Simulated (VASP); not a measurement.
# BaTe in VASP: further runs, part 2 of 2

VASP 6.6.1.

## 4. Single point, PBE

This run uses another cell than the first one, of 56.35 Å³/atom, 0.959 times its volume.

The input, INCAR:

```
PREC = Accurate
ENCUT = 520
EDIFF = 1E-7
ISMEAR = 0
SIGMA = 0.05
LREAL = False
LASPH = True
NELM = 60
ALGO = Normal
ISIF = 2
LWAVE = False
LCHARG = True
GGA = PE
LELF = True
LVHAR = True
NBANDS = 15
```

The input, KPOINTS:

```
Automatic mesh
0
Gamma
  8 8 8
```

The input, POSCAR:

```
BaTe
1.0
    0.0000000000      3.8338876754      3.8338876754
    3.8338876754      0.0000000000      3.8338876754
    3.8338876754      3.8338876754      0.0000000000
Ba Te
1 1
Direct
    0.0000000000      0.0000000000      0.0000000000
    0.2500000000      0.2500000000      0.2500000000
```

Started as:

```sh
$ cat potpaw_PBE.64/Ba_sv/POTCAR potpaw_PBE.64/Te/POTCAR > POTCAR
$ mpirun -np 1 vasp_std > vasp.out
```

It took 33 s on 1 thread of Intel Xeon Platinum 8488C (Sapphire Rapids), shared host; peak memory 0.26 GiB.

The run converged. Its results:

```
Free energy            : -8.0522 eV
Pressure               : 1.6 GPa
Band gap on the k mesh : 2.66 eV, indirect (least direct gap 2.88 eV)
```

Levels at points of the mesh, in eV from the valence-band top:
```
           k point  band 5  band 6  band 7  band 8  band 9  band 10  band 11  band 12
(0.00, 0.00, 0.00)   -8.82   -0.52   -0.52   -0.52    2.66     4.18     4.18     6.26
(0.50, 0.00, 0.00)   -8.48   -0.75   -0.31   -0.31    4.06     4.41     4.41     4.65
(0.50, 0.50, 0.00)   -8.37   -1.08   -0.01   -0.01    2.90     3.97     5.10     5.10
```

Caveat: spin-orbit coupling is left out, which moves the levels of the heavy elements. A k mesh can miss the band edges.

## 5. Single point, PBE (volume scaled by 0.945)

The input, INCAR:

```
SYSTEM = BaTe
ALGO = Normal ; EDIFF = 1E-7
ENCUT = 520 ; GGA = PE
ISIF = 2 ; ISMEAR = 0
LASPH = .TRUE. ; LCHARG = .FALSE.
LREAL = .FALSE. ; LWAVE = .FALSE.
NBANDS = 15 ; NELM = 80
PREC = Accurate ; SIGMA = 0.05
```

The input, KPOINTS:

```
k-points
0
G
  8 8 8
  0 0 0
```

The input, POSCAR:

```
BaTe
1.0
    0.0000000000      3.8413192368      3.8413192368
    3.8413192368      0.0000000000      3.8413192368
    3.8413192368      3.8413192368      0.0000000000
Ba Te
1 1
Direct
    0.0000000000      0.0000000000      0.0000000000
    0.2500000000      0.2500000000      0.2500000000
```

Potentials or basis: VASP PAW PBE potentials, release 64 (Ba_sv, Te).

Started as:

```sh
$ cat potpaw_PBE.64/Ba_sv/POTCAR potpaw_PBE.64/Te/POTCAR > POTCAR
$ mpirun -np 1 vasp_std > vasp.out
```

OUTCAR:

```text
SYSTEM = BaTe
   EDIFF = 1E-7
   ENCUT = 520
   GGA = PE
   ISIF = 2
   ISMEAR = 0
   LASPH = .TRUE.
   LREAL = .FALSE.
   NELM = 80
   PREC = Accurate

 ion  position               nearest neighbor table
   1  0.000  0.000  0.000-   2 3.33   2 3.33   2 3.33   2 3.33
   2  0.250  0.250  0.250-   1 3.33   1 3.33   1 3.33   1 3.33

  LATTYP: Found a face centered cubic cell.
 ALAT       =     7.6826384736

  Lattice vectors:

 A1 = (   0.0000000000,   3.8413192368,   3.8413192368)
[... 617 lines left out ...]

------------------------ aborting loop because EDIFF is reached ----------------------------------------

  FORCE on cell =-STRESS in cart. coord.  units (eV):
  Direction    XX          YY          ZZ          XY          YZ          ZX
  --------------------------------------------------------------------------------------
  -------------------------------------------------------------------------------------
  Total        1.0093124      1.0093124      1.0093124      0.0000000      0.0000000      0.0000000
  in kB       14.2647768     14.2647768     14.2647768      0.0000000      0.0000000      0.0000000
  external PRESSURE =      14.2647768 kB  Pullay stress =       0.0000000 kB

 VOLUME and BASIS-vectors are now :
 -----------------------------------------------------------------------------
  energy-cutoff  :      520.00
  volume of cell :      113.36
      direct lattice vectors                 reciprocal lattice vectors
     0.000000000  3.841319237  3.841319237    -0.130163615  0.130163615  0.130163615
     3.841319237  0.000000000  3.841319237     0.130163615 -0.130163615  0.130163615
     3.841319237  3.841319237  0.000000000     0.130163615  0.130163615 -0.130163615

 POSITION                                       TOTAL-FORCE (eV/Angst)
 -----------------------------------------------------------------------------------
      0.00000      0.00000      0.00000        -0.000000     -0.000000     -0.000000
      1.92066      1.92066      1.92066         0.000000      0.000000      0.000000
 -----------------------------------------------------------------------------------
    total drift:                               -0.000000     -0.000000      0.000000

  FREE ENERGIE OF THE ION-ELECTRON SYSTEM (eV)
  ---------------------------------------------------
  free  energy   TOTEN  =        -8.0583949784 eV

  energy  without entropy=       -8.0583949784  energy(sigma->0) =       -8.05839498
```

stdout:

```text
POSCAR found type information on POSCAR BaTe
 POSCAR found :  2 types and       2 ions
 scaLAPACK will be used
 LDA part: xc-table for (Slater+PW92), standard interpolation
 POSCAR, INCAR and KPOINTS ok, starting setup
 FFT: planning ... GRIDC
 FFT: planning ... GRID_SOFT
 FFT: planning ... GRID
 WAVECAR not read
 entering main loop
```

It took 31 s on 1 thread of Intel Xeon Platinum 8488C (Sapphire Rapids), shared host; peak memory 0.26 GiB.

Results:

```yaml
Free_energy: -8.0584 eV
Pressure: 1.4 GPa
Band_gap_on_the_k_mesh: 2.65 eV, indirect (least direct gap 2.89 eV)
```

Levels at points of the mesh, in eV from the valence-band top:
| k point | band 6 | band 7 | band 8 | band 9 | band 10 | band 11 |
| --- | --- | --- | --- | --- | --- | --- |
| (0.00, 0.00, 0.00) | -0.52 | -0.52 | -0.52 | 2.65 | 4.17 | 4.17 |
| (0.50, 0.00, 0.00) | -0.75 | -0.31 | -0.31 | 4.06 | 4.40 | 4.40 |
| (0.50, 0.50, 0.00) | -1.07 | -0.01 | -0.01 | 2.90 | 3.97 | 5.09 |

Caveat: the cell differs from its parent crystal (volume scaled by 0.945); spin-orbit coupling is left out, which moves the levels of the heavy elements.

## 6. Overview

| cell | gap on the mesh (eV) | pressure (GPa) |
| --- | --- | --- |
| a = 5.536, b = 5.481, c = 5.481 Å, angles 60.7, 59.7, 59.7°, 2 atoms | 2.59 | 0.6 |
| a = 5.403 Å, angles 60.0°, 2 atoms | 2.67 | 1.8 |
| a = 5.422 Å, angles 60.0°, 2 atoms | 2.66 | 1.6 |
| a = 5.432 Å, angles 60.0°, 2 atoms | 2.65 | 1.4 |

Alike in all rows: task single point; level PBE; potentials or basis VASP PAW PBE potentials, release 64 (Ba_sv, Te); no spin polarisation; k mesh 8 × 8 × 8; cutoff (eV) 520; smearing gaussian 0.05 eV.

Caveats: spin-orbit coupling is left out, which moves the levels of the heavy elements.

Total energies depend on the potentials used, so only differences within one code and one set of settings carry meaning.
